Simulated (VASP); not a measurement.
Wanted: the native input for a VASP 6.6.1 run.

- Task: single point
- Functional: PBEsol
- Potentials or basis: VASP PAW PBE potentials, release 64 (Si, C)
- Cutoff: 520 eV
- k mesh: 10 × 10 × 7
- Occupations: methfessel-paxton, width 0.05 eV
- Spin: no spin polarisation
- Dipole correction: no
- Further INCAR settings: ALGO = Normal; EDIFF = 1e-06; NBANDS = 13

The structure of Si2C lies in POSCAR:

```
Si2C
1.0
    3.3797266700      0.0000000000      0.0000000000
   -1.6898633400      2.9269291600      0.0000000000
    0.0000000000      0.0000000000      4.6533202500
Si C
2 1
Direct
    0.3196890000      0.6565670000      0.7491440000
    0.3383810000      0.6796170000      0.2388180000
   -0.0098540000     -0.0099810000     -0.0082740000
```

The input as run:

INCAR

```
  PREC = Accurate
  ENCUT = 520
  EDIFF = 1E-6
  ISMEAR = 1
  SIGMA = 0.05
  LREAL = False
  LASPH = True
  NELM = 100
  ALGO = Normal
  ISIF = 2
  LWAVE = False
  LCHARG = True
  GGA = PS
  LELF = True
  LVHAR = True
  NBANDS = 13
```

KPOINTS

```
Automatic mesh
0
Gamma
  10 10 7
```

Potentials or basis: VASP PAW PBE potentials, release 64 (Si, C).

The run is started by

```sh
$ cat potpaw_PBE.64/Si/POTCAR potpaw_PBE.64/C/POTCAR > POTCAR
$ mpirun -np 1 vasp_std > vasp.out
```

It gave:

* Pressure: -14.6 GPa
* Largest force: 1.283 eV/Å
* Band gap on the k mesh: zero (bands 6 and 7 overlap by 2.71 eV)

Caveat: the stress differs along the axes, from -26 to 7 GPa; the PAW data sets were made with another functional, which shifts forces and pressure a little.

Wall time 2.3 min on 1 thread of Intel(R) Xeon(R) 6975P-C (Granite Rapids), on a shared host, peak memory 0.3 GiB.
